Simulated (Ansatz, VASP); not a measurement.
BaS: VASP beside Ansatz

```
Ba S
1.0
     0.00000    3.21180    3.40386
     3.21180    0.00000    3.40386
     3.21180    3.21180    0.00000
Ba S
1 1
Direct
  0.00000 0.00000 0.00000
  0.50000 0.50000 0.50000
```

Change from the starting cell: uniaxial_z strain +6.0%.

Alike in both runs: task single point; functional r2SCAN; k mesh 8 × 8 × 8; no spin polarisation.

|  | VASP | Ansatz |
| --- | --- | --- |
| version | VASP 6.6.1 | Ansatz 0.2.0 |
| potentials or method | VASP PAW PBE potentials, release 64 (Ba_sv, S) | plane waves, PAW |
| plane-wave cutoff (eV) | 520 | 500 |
| occupations | gaussian, width 0.01 eV | fixed |
| valence electrons in the cell | 16 | 16 |

Ansatz gave:

* gap on the k mesh at the Fermi level (eV): 2.60
* pressure (GPa): -1.9
* traceless stress, the component that is largest in VASP (GPa): -2.05

Problem. Estimate VASP's values.

Solution. gap on the k mesh at the Fermi level (eV): 2.52; pressure (GPa): -1.5; traceless stress, the component that is largest in VASP (GPa): -2.26.

VASP's potentials were made for PBE, not for r2SCAN.

Neither program's run includes spin-orbit coupling.
